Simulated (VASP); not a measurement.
Set up this calculation in VASP 6.6.1, as the native input.

```
Task                   : relaxation of cell and atoms
Functional             : PBE
Potentials or basis    : VASP PAW PBE potentials, release 64 (Fe)
Cutoff                 : 600 eV
k mesh                 : 19 × 19 × 19
Occupations            : fermi-dirac, width 0.05 eV
Spin                   : collinear spin, ferromagnetic start
Starting moments       : [2.5] μB
Target pressure        : 19 GPa
Dipole correction      : no
Further INCAR settings : ALGO = Normal; EDIFF = 1e-06; IBRION = 2; EDIFFG = -0.005; NSW = 32; ISIF = 3
```

The structure of Fe lies in POSCAR:

```
Fe
1.0
   -1.3777865214      1.3777865214      1.3777865214
    1.3777865214     -1.3777865214      1.3777865214
    1.3777865214      1.3777865214     -1.3777865214
Fe
1
Direct
    0.0000000000      0.0000000000      0.0000000000
```

The input as run:

INCAR

```
ALGO     = Normal         # electronic algorithm
EDIFF    = 1E-6           # SCF threshold, eV
EDIFFG   = -0.005         # ionic threshold
ENCUT    = 600            # plane-wave cutoff, eV
GGA      = PE             # functional
IBRION   = 2              # ionic algorithm
ISIF     = 3              # what is computed and relaxed
ISMEAR   = -1             # smearing method
ISPIN    = 2              # spin polarisation
LASPH    = T              # aspherical terms in the spheres
LCHARG   = F              # write CHGCAR
LMAXMIX  = 4              # l up to which the mixer works
LORBIT   = 11             # projections on sites
LREAL    = F              # projectors in reciprocal space
LWAVE    = F              # write WAVECAR
MAGMOM   = 2.5            # initial moments
NELM     = 150            # most SCF steps
NSW      = 32             # ionic steps
PREC     = Accurate       # precision mode
PSTRESS  = 190.0        
SIGMA    = 0.05           # smearing width, eV
```

KPOINTS

```
k-points
0
Gamma
  19 19 19
```

Potentials or basis: VASP PAW PBE potentials, release 64 (Fe).

Run with:

```sh
$ cat potpaw_PBE.64/Fe/POTCAR > POTCAR
$ mpirun -np 1 vasp_std > vasp.out
```

It gave:

| Quantity | Value |
| --- | --- |
| Relaxed volume | 10.44 Å³/atom |
| Relaxed cell | a = 2.385 Å, b = 2.385 Å, c = 2.385 Å, α = 109.47°, β = 109.47°, γ = 109.47° |
| Space group after relaxing (to 0.1 Å) | Im-3m (No. 229) |
| Energy change on relaxing (the run minimises the enthalpy) | +2.1 meV/atom |
| Ionic steps | 3 |
| Pressure after relaxing | 19.0 GPa |
| Band gap on the k mesh | zero (filled and empty bands overlap) |
| Net moment | 2.04 μB per cell |
| Site moments | Fe +2.02 μB |
| Valence electrons inside the program's atomic spheres | Fe 7.46 |

Caveat: the cell is relaxed towards a set pressure, so the run minimises the enthalpy, not the energy.

Wall time 35 s on 1 thread of Intel(R) Xeon(R) 6975P-C (Granite Rapids) (shared host), peak memory 0.17 GiB.
